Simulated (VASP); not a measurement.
# TaN in VASP: notebook

TaN is run at these levels: PBE; tasks: single point.

Everything below comes from runs of VASP 6.6.1. Logs are shortened: lines on timing, memory, paths and dates and some standing lists are left out, and cuts for length are marked.

## (1) The cell of the first run

The typed cell holds 6 atoms: a = 5.197 Å, b = 5.151 Å, c = 2.911 Å, α = 89.57°, β = 88.85°, γ = 119.13°.

## (2) Single point, PBE (equal xy, yz and zx shear strains of +2 %)

The input, INCAR:

```
PREC = Accurate
ENCUT = 520
EDIFF = 1E-7
ISMEAR = -1
SIGMA = 0.01
LREAL = False
LASPH = True
NELM = 60
ALGO = Normal
ISIF = 2
LWAVE = False
LCHARG = True
GGA = PE
LELF = True
LVHAR = True
NBANDS = 33
```

The input, KPOINTS:

```
Automatic mesh
0
Gamma
  6 6 9
```

The input, POSCAR:

```
TaN
1.0
    5.1960008669      0.0519600087      0.0519600087
   -2.5530017459      4.4738887445      0.0190186832
    0.0291100000      0.0291100000      2.9110000000
Ta N
3 3
Direct
    0.3333333333      0.6666666667      0.5000000000
    0.6666666667      0.3333333333      0.5000000000
    0.0000000000      0.0000000000      0.0000000000
    0.3928500000      0.0000000000      0.0000000000
    0.6071500000      0.6071500000      0.0000000000
    0.0000000000      0.3928500000      0.0000000000
```

Potentials or basis: VASP PAW PBE potentials, release 64 (Ta_pv, N).

Command:

```sh
> cat potpaw_PBE.64/Ta_pv/POTCAR potpaw_PBE.64/N/POTCAR > POTCAR
> mpirun -np 1 vasp_std > vasp.out
```

OUTCAR:

```text
PREC = Accurate
   ENCUT = 520
   EDIFF = 1E-7
   ISMEAR = -1
   LREAL = False
   LASPH = True
   NELM = 60
   ISIF = 2
   GGA = PE

 ion  position               nearest neighbor table
   1  0.333  0.667  0.500-   5 2.14   4 2.14   6 2.14   4 2.17   5 2.18   6 2.20   2 2.97   2 3.00
                             2 3.03   3 3.30   3 3.31   3 3.32   3 3.32   3 3.36   3 3.39
   2  0.667  0.333  0.500-   6 2.14   4 2.14   5 2.15   5 2.15   6 2.19   4 2.20   1 2.97   1 3.00
                             1 3.03   3 3.30   3 3.31   3 3.32   3 3.32   3 3.36   3 3.39
   3  0.000  0.000  0.000-   6 2.02   4 2.04   5 2.06   2 3.30   1 3.30   1 3.31   2 3.31   2 3.32
                             1 3.32   2 3.32   1 3.32   2 3.36   1 3.36   2 3.39   1 3.39
   4  0.393  0.000  0.000-   3 2.04   1 2.14   2 2.14   1 2.17   2 2.20
   5  0.607  0.607  0.000-   3 2.06   1 2.14   2 2.15   2 2.15   1 2.18
   6  0.000  0.393  0.000-   3 2.02   2 2.14   1 2.14   2 2.19   1 2.20

  LATTYP: Found a triclinic cell.
 ALAT       =     5.9052005068
 B/A-ratio  =     0.4930046121
 C/A-ratio  =     0.8722993911
 COS(alpha) =     0.0074204947
 COS(beta)  =     0.4320830022
 COS(gamma) =     0.4753203396

  Lattice vectors:

 A1 = (  -5.1668908669,  -0.0228500087,   2.8590399913)
 A2 = (   0.0291100000,   0.0291100000,   2.9110000000)
 A3 = (  -2.5530017459,   4.4738887445,   0.0190186832)

Analysis of symmetry for initial positions (statically):
=====================================================================
 Subroutine PRICEL returns:
 Original cell was already a primitive cell.

 Routine SETGRP: Setting up the symmetry group for a
 triclinic supercell.

 Subroutine GETGRP returns: Found  1 space group operations
 (whereof  1 operations were pure point group operations)
 out of a pool of  2 trial point group operations.

The static configuration has the point symmetry C_1 .

Analysis of symmetry for dynamics (positions and initial velocities):
=====================================================================
 Subroutine PRICEL returns:
 Original cell was already a primitive cell.

 Routine SETGRP: Setting up the symmetry group for a
 triclinic supercell.

 Subroutine GETGRP returns: Found  1 space group operations
 (whereof  1 operations were pure point group operations)
 out of a pool of  2 trial point group operations.

The dynamic configuration has the point symmetry C_1 .

 Subroutine INISYM returns: Found  1 space group operations
 (whereof  1 operations are pure point group operations),
 and found     1 'primitive' translations

----------------------------------------------------------------------------------------

                                     Primitive cell

  volume of cell :      68.0427

  direct lattice vectors                    reciprocal lattice vectors
     5.196000867  0.051960009  0.051960009     0.191393461  0.109230480 -0.003006239
    -2.553001746  4.473888744  0.019018683    -0.002200720  0.222272718 -0.002200720
     0.029110000  0.029110000  2.911000000    -0.003401907 -0.003401907  0.343592600

  length of vectors
     5.196520441  5.151102806  2.911291085     0.220390090  0.222294507  0.343626281

  position of ions in fractional coordinates (direct lattice)
     0.333333333  0.666666667  0.500000000
     0.666666667  0.333333333  0.500000000
     0.000000000  0.000000000  0.000000000
     0.392850000  0.000000000  1.000000000
     0.607150000  0.607150000  1.000000000
     1.000000000  0.392850000  0.000000000

  ion indices of the primitive-cell ions
   primitive index   ion index
                 1           1
                 2           2
                 3           3
                 4           4
                 5           5
                 6           6

----------------------------------------------------------------------------------------

 KPOINTS: Automatic mesh

Automatic generation of k-mesh.
 Grid dimensions read from file:
 generate k-points for:    6    6    9

 Generating k-lattice:

[... 56 lines left out ...]
  band No.  band energies     occupation
      1     -27.9248      2.00000
      2     -27.8868      2.00000
      3     -27.5412      2.00000
      4     -27.5116      2.00000
      5     -27.3675      2.00000
      6     -27.2730      2.00000
[... 25 lines left out ...]
     32      11.4908      0.00000
     33      11.7958      0.00000

 k-point     3 :       0.3333    0.0000   -0.0000
  band No.  band energies     occupation
      1     -27.9618      2.00000
      2     -27.8383      2.00000
      3     -27.5664      2.00000
      4     -27.4578      2.00000
      5     -27.3514      2.00000
      6     -27.2881      2.00000
[... 25 lines left out ...]
     32      12.1658      0.00000
     33      12.2413      0.00000

 k-point     4 :       0.5000   -0.0000   -0.0000
  band No.  band energies     occupation
      1     -27.9780      2.00000
      2     -27.7822      2.00000
      3     -27.6241      2.00000
      4     -27.4319      2.00000
      5     -27.3395      2.00000
      6     -27.2994      2.00000
[... 25 lines left out ...]
     32      11.9575      0.00000
     33      12.5345      0.00000

 k-point     5 :      -0.0000    0.1667    0.0000
  band No.  band energies     occupation
      1     -27.9231      2.00000
      2     -27.8920      2.00000
      3     -27.5335      2.00000
      4     -27.5142      2.00000
      5     -27.3672      2.00000
      6     -27.2734      2.00000
[... 604 lines left out ...]
 k-point    22 :       0.1667   -0.0000    0.1111
  band No.  band energies     occupation
      1     -27.9050      2.00000
      2     -27.8690      2.00000
      3     -27.5290      2.00000
      4     -27.4972      2.00000
      5     -27.4746      2.00000
      6     -27.3685      2.00000
[... 25 lines left out ...]
     32      11.6905      0.00000
     33      11.7283      0.00000

 k-point    23 :       0.3333    0.0000    0.1111
  band No.  band energies     occupation
      1     -27.9399      2.00000
      2     -27.8229      2.00000
      3     -27.5554      2.00000
      4     -27.4614      2.00000
      5     -27.4463      2.00000
      6     -27.3859      2.00000
[... 25 lines left out ...]
     32      12.1204      0.00000
     33      12.2430      0.00000

 k-point    24 :       0.5000   -0.0000    0.1111
  band No.  band energies     occupation
      1     -27.9562      2.00000
      2     -27.7685      2.00000
      3     -27.6130      2.00000
      4     -27.4493      2.00000
      5     -27.4203      2.00000
      6     -27.3963      2.00000
[... 25 lines left out ...]
     32      12.2115      0.00000
     33      12.4035      0.00000

 [... further k-points ...]

------------------------ aborting loop because EDIFF is reached ----------------------------------------

  FORCE on cell =-STRESS in cart. coord.  units (eV):
  Direction    XX          YY          ZZ          XY          YZ          ZX
  --------------------------------------------------------------------------------------
  -------------------------------------------------------------------------------------
  Total        2.7083048      2.7036088      2.2931428     -1.6165535     -1.6441696     -1.6311471
  in kB       63.7714506     63.6608753     53.9957855    -38.0643857    -38.7146529    -38.4080161
  external PRESSURE =      60.4760371 kB  Pullay stress =       0.0000000 kB

 VOLUME and BASIS-vectors are now :
 -----------------------------------------------------------------------------
  energy-cutoff  :      520.00
  volume of cell :       68.04
      direct lattice vectors                 reciprocal lattice vectors
     5.196000867  0.051960009  0.051960009     0.191393461  0.109230480 -0.003006239
    -2.553001746  4.473888744  0.019018683    -0.002200720  0.222272718 -0.002200720
     0.029110000  0.029110000  2.911000000    -0.003401907 -0.003401907  0.343592600

 POSITION                                       TOTAL-FORCE (eV/Angst)
 -----------------------------------------------------------------------------------
      0.04455      3.01447      1.48550        -0.096193     -0.076382      0.029892
      2.62755      1.54049      1.49648         0.098145     -0.081851      0.012376
      0.00000      0.00000      0.00000         0.011144     -0.280044     -0.000726
      2.04125      0.02041      0.02041         0.033640      0.099106      0.060250
      1.60470      2.74787      0.04309         0.017421      0.126690     -0.113686
     -1.00295      1.75757      0.00747        -0.064157      0.212480      0.011895
 -----------------------------------------------------------------------------------
    total drift:                                0.000123      0.000252      0.000049

  FREE ENERGIE OF THE ION-ELECTRON SYSTEM (eV)
  ---------------------------------------------------
  free  energy   TOTEN  =       -67.4156408896 eV

  energy  without entropy=      -67.4152658130  energy(sigma->0) =      -67.41545335
```

Run time: 3.4 min. Hardware: 1 thread of Intel Xeon Platinum 8559C (Emerald Rapids), shared host; peak memory 0.4 GiB.

What came out:

| Property | Result |
| --- | --- |
| Free energy | -67.4156 eV |
| Pressure | 6.0 GPa |
| Largest force | 0.280 eV/Å |
| Band gap on the k mesh | zero (bands 24 and 25 overlap by 2.99 eV) |

Forces in eV/Å, atoms in the order of the input:
```
Ta  -0.096 -0.076  0.030
Ta   0.098 -0.082  0.012
Ta   0.011 -0.280 -0.001
N    0.034  0.099  0.060
N    0.017  0.127 -0.114
N   -0.064  0.212  0.012
```

Caveat: the cell differs from its parent crystal (equal xy, yz and zx shear strains of +2 %); the cell stands under pressure; spin-orbit coupling is left out, which moves the levels of the heavy elements.

## (3) Single point, PBE (zz strain of +1 %)

The input, INCAR:

```
PREC     = Accurate       # precision mode
ENCUT    = 520            # plane-wave cutoff, eV
EDIFF    = 1E-6           # SCF threshold, eV
ISMEAR   = -1             # smearing method
SIGMA    = 0.01           # smearing width, eV
LREAL    = False          # projectors in reciprocal space
LASPH    = True           # aspherical terms in the spheres
NELM     = 100            # most SCF steps
ALGO     = Normal         # electronic algorithm
ISIF     = 2              # what is computed and relaxed
LWAVE    = False          # write WAVECAR
LCHARG   = False          # write CHGCAR
GGA      = PE             # functional
NBANDS   = 33             # bands
```

The input, KPOINTS:

```
regular mesh
0
Gamma
  6 6 9
```

Edit POSCAR of step 2 so:

```diff
@@ -2,5 +2,5 @@
 1.0
-    5.1960008669      0.0519600087      0.0519600087
-   -2.5530017459      4.4738887445      0.0190186832
-    0.0291100000      0.0291100000      2.9110000000
+    5.1960008669      0.0000000000      0.0000000000
+   -2.5980004334      4.4998687488      0.0000000000
+    0.0000000000      0.0000000000      2.9401100000
 Ta N
```

Potentials or basis: VASP PAW PBE potentials, release 64 (Ta_pv, N).

Command:

```sh
> cat potpaw_PBE.64/Ta_pv/POTCAR potpaw_PBE.64/N/POTCAR > POTCAR
> mpirun -np 1 vasp_std > vasp.out
```

Run time: 1.9 min. Hardware: 1 thread of Intel Xeon 8259CL, shared host; peak memory 0.22 GiB.

It converged, with:

```yaml
Free_energy: -67.4750 eV
Pressure: 2.3 GPa
Largest_force: 0.070 eV/Å
Band_gap_on_the_k_mesh: zero (bands 24 and 25 overlap by 2.84 eV)
```

Forces on the atoms (eV/Å):
```
Ta   0.000  0.000  0.000
Ta   0.000  0.000  0.000
Ta   0.000  0.000  0.000
N    0.070  0.000  0.000
N   -0.035 -0.060  0.000
N   -0.035  0.060  0.000
```

Stress tensor (GPa, compression positive):
```
 3.97  0.00  0.00
 0.00  3.97  0.00
 0.00  0.00 -1.11
```

Levels at points of the mesh, in eV from the Fermi level:
```csv
k point,band 21,band 22,band 23,band 24,band 25,band 26,band 27,band 28
"(0.00, 0.00, 0.00)",-4.22,-3.35,-1.79,-0.86,-0.86,0.53,0.53,1.86
"(0.50, 0.00, 0.00)",-3.81,-3.77,-2.76,-2.55,1.15,1.77,1.94,2.34
```

Caveat: the cell differs from its parent crystal (zz strain of +1 %); spin-orbit coupling is left out, which moves the levels of the heavy elements.

## (4) Single point, PBE (10.89 Å³/atom)

This run uses another cell than the first one, of 10.89 Å³/atom.

The input, INCAR:

```
  ALGO = Normal
  EDIFF = 1E-6
  ENCUT = 520
  GGA = PE
  ISIF = 2
  ISMEAR = -1
  LASPH = True
  LCHARG = False
  LREAL = False
  LWAVE = False
  NBANDS = 33
  NELM = 60
  PREC = Accurate
  SIGMA = 0.01
```

The input, KPOINTS:

```
k-points
0
Gamma
  6 6 9
```

Edit POSCAR of step 3 so:

```diff
@@ -2,5 +2,5 @@
 1.0
-    5.1960008669      0.0000000000      0.0000000000
-   -2.5980004334      4.4998687488      0.0000000000
-    0.0000000000      0.0000000000      2.9401100000
+    5.1257760305      0.0000000000      0.0000000000
+   -2.5628880152      4.4390522565      0.0000000000
+    0.0000000000      0.0000000000      2.8716573394
 Ta N
```

Command:

```sh
> cat potpaw_PBE.64/Ta_pv/POTCAR potpaw_PBE.64/N/POTCAR > POTCAR
> mpirun -np 1 vasp_std > vasp.out
```

It took 90 s on 1 thread of Intel Xeon 8259CL, shared host; peak memory 0.22 GiB.

It converged, with:

```
Free energy            : -67.2432 eV
Pressure               : 20.7 GPa
Largest force          : 0.245 eV/Å
Band gap on the k mesh : zero (bands 24 and 25 overlap by 3.19 eV)
```

Forces on the atoms (eV/Å):
```
Ta   0.000  0.000  0.000
Ta   0.000  0.000  0.000
Ta   0.000  0.000  0.000
N    0.245  0.000  0.000
N   -0.122 -0.212  0.000
N   -0.122  0.212  0.000
```

Stress tensor (GPa, compression positive):
```
20.51  0.00  0.00
 0.00 20.51  0.00
 0.00  0.00 21.09
```

Levels at points of the mesh, in eV from the Fermi level:
```tsv
k point	band 21	band 22	band 23	band 24	band 25	band 26	band 27	band 28
(0.00, 0.00, 0.00)	-4.41	-3.40	-1.96	-0.96	-0.96	0.62	0.62	1.95
(0.50, 0.00, 0.00)	-4.03	-4.02	-2.93	-2.75	1.31	1.93	2.04	2.55
```

Caveat: the cell stands under pressure; spin-orbit coupling is left out, which moves the levels of the heavy elements.

## (5) Single point, PBE (11.23 Å³/atom)

This run uses another cell than the first one, of 11.23 Å³/atom.

The input, INCAR:

```
SYSTEM = TaN
PREC = Accurate
ENCUT = 520
EDIFF = 1E-6
ISMEAR = -1
SIGMA = 0.01
LREAL = .False.
LASPH = .True.
NELM = 60
ALGO = Normal
ISIF = 2
LWAVE = .False.
LCHARG = .False.
GGA = PE
NBANDS = 33
```

The input, KPOINTS:

```
Automatic mesh
0
Gamma
  6 6 9
  0 0 0
```

Edit POSCAR of step 4 so:

```diff
@@ -2,5 +2,5 @@
 1.0
-    5.1257760305      0.0000000000      0.0000000000
-   -2.5628880152      4.4390522565      0.0000000000
-    0.0000000000      0.0000000000      2.8716573394
+    5.1786228078      0.0000000000      0.0000000000
+   -2.5893114038      4.4848189081      0.0000000000
+    0.0000000000      0.0000000000      2.9012641413
 Ta N
```

Command:

```sh
> cat potpaw_PBE.64/Ta_pv/POTCAR potpaw_PBE.64/N/POTCAR > POTCAR
> mpirun -np 1 vasp_std > vasp.out
```

Run time: 96 s. Hardware: 1 thread of Intel Xeon 8259CL, shared host; peak memory 0.22 GiB.

The run converged. Its results:

| Quantity | Value |
| --- | --- |
| Free energy | -67.4332 eV |
| Pressure | 9.1 GPa |
| Largest force | 0.103 eV/Å |
| Band gap on the k mesh | zero (bands 24 and 25 overlap by 3.10 eV) |

Forces in eV/Å, atoms in the order of the input:
```
Ta   0.000  0.000  0.000
Ta   0.000  0.000  0.000
Ta   0.000  0.000  0.000
N    0.103  0.000  0.000
N   -0.051 -0.089  0.000
N   -0.051  0.089  0.000
```

Stress tensor (GPa, compression positive):
```
9.18 0.00 0.00
0.00 9.18 0.00
0.00 0.00 9.04
```

Levels at points of the mesh, in eV from the Fermi level:
| k point | band 20 | band 21 | band 22 | band 23 | band 24 | band 25 | band 26 | band 27 | band 28 | band 29 |
| --- | --- | --- | --- | --- | --- | --- | --- | --- | --- | --- |
| (0.00, 0.00, 0.00) | -5.04 | -4.28 | -3.33 | -1.90 | -0.91 | -0.91 | 0.62 | 0.62 | 1.88 | 1.97 |
| (0.50, 0.00, 0.00) | -4.63 | -3.91 | -3.90 | -2.84 | -2.64 | 1.25 | 1.86 | 1.97 | 2.47 | 2.49 |

Caveat: the cell stands under pressure; spin-orbit coupling is left out, which moves the levels of the heavy elements.

## (6) Single point, PBE (11.57 Å³/atom)

This run uses another cell than the first one, of 11.57 Å³/atom.

The input, INCAR:

```
SYSTEM = TaN
PREC = Accurate
ENCUT = 520
EDIFF = 1E-7
ISMEAR = -1
SIGMA = 0.01
LREAL = .FALSE.
LASPH = .TRUE.
NELM = 100
ALGO = Normal
ISIF = 2
LWAVE = .FALSE.
LCHARG = .TRUE.
GGA = PE
LELF = .TRUE.
LVHAR = .TRUE.
NBANDS = 33
```

The input, KPOINTS:

```
Automatic mesh
0
G
  6 6 9
  0 0 0
```

Edit POSCAR of step 5 so:

```diff
@@ -2,5 +2,5 @@
 1.0
-    5.1786228078      0.0000000000      0.0000000000
-   -2.5893114038      4.4848189081      0.0000000000
-    0.0000000000      0.0000000000      2.9012641413
+    5.2304124715      0.0000000000      0.0000000000
+   -2.6152062357      4.5296700726      0.0000000000
+    0.0000000000      0.0000000000      2.9302787075
 Ta N
```

Potentials or basis: VASP PAW PBE potentials, release 64 (Ta_pv, N).

Command:

```sh
> cat potpaw_PBE.64/Ta_pv/POTCAR potpaw_PBE.64/N/POTCAR > POTCAR
> mpirun -np 1 vasp_std > vasp.out
```

It took 1.7 min on 1 thread of Intel Xeon 8259CL, shared host; peak memory 0.22 GiB.

The run converged. Its results:

- Free energy: -67.4868 eV
- Pressure: -0.7 GPa
- Largest force: 0.027 eV/Å
- Band gap on the k mesh: zero (bands 24 and 25 overlap by 3.01 eV)

Forces on the atoms (eV/Å):
```
Ta   0.000  0.000  0.000
Ta   0.000  0.000  0.000
Ta   0.000  0.000  0.000
N   -0.027  0.000  0.000
N    0.014  0.024  0.000
N    0.014 -0.024  0.000
```

Stress tensor (GPa, compression positive):
```
-0.49  0.00  0.00
 0.00 -0.49  0.00
 0.00  0.00 -1.26
```

Levels at points of the mesh, in eV from the Fermi level:
| k point | band 20 | band 21 | band 22 | band 23 | band 24 | band 25 | band 26 | band 27 | band 28 | band 29 |
| --- | --- | --- | --- | --- | --- | --- | --- | --- | --- | --- |
| (0.00, 0.00, 0.00) | -4.90 | -4.16 | -3.27 | -1.85 | -0.86 | -0.86 | 0.62 | 0.62 | 1.81 | 1.89 |
| (0.50, 0.00, 0.00) | -4.50 | -3.80 | -3.77 | -2.76 | -2.54 | 1.19 | 1.79 | 1.90 | 2.39 | 2.40 |

Caveat: spin-orbit coupling is left out, which moves the levels of the heavy elements.

## (7) Summary

```csv
cell,gap on the mesh (eV),pressure (GPa),largest force (eV/Å)
"a = 5.197, b = 5.151, c = 2.911 Å, angles 89.6, 88.8, 119.1°, 6 atoms",none,6.0,0.28
"a = 5.196, b = 5.196, c = 2.940 Å, angles 90.0, 90.0, 120.0°, 6 atoms",none,2.3,0.07
"a = 5.126, b = 5.126, c = 2.872 Å, angles 90.0, 90.0, 120.0°, 6 atoms",none,20.7,0.24
"a = 5.179, b = 5.179, c = 2.901 Å, angles 90.0, 90.0, 120.0°, 6 atoms",none,9.1,0.10
"a = 5.230, b = 5.230, c = 2.930 Å, angles 90.0, 90.0, 120.0°, 6 atoms",none,-0.7,0.03
```

Alike in all rows: task single point; level PBE; potentials or basis VASP PAW PBE potentials, release 64 (Ta_pv, N); no spin polarisation; k mesh 6 × 6 × 9; cutoff (eV) 520; smearing fermi-dirac 0.01 eV.

Caveats: spin-orbit coupling is left out, which moves the levels of the heavy elements; the cell stands under pressure (at least some runs).

Absolute energies hang on the potentials; compare differences alone.
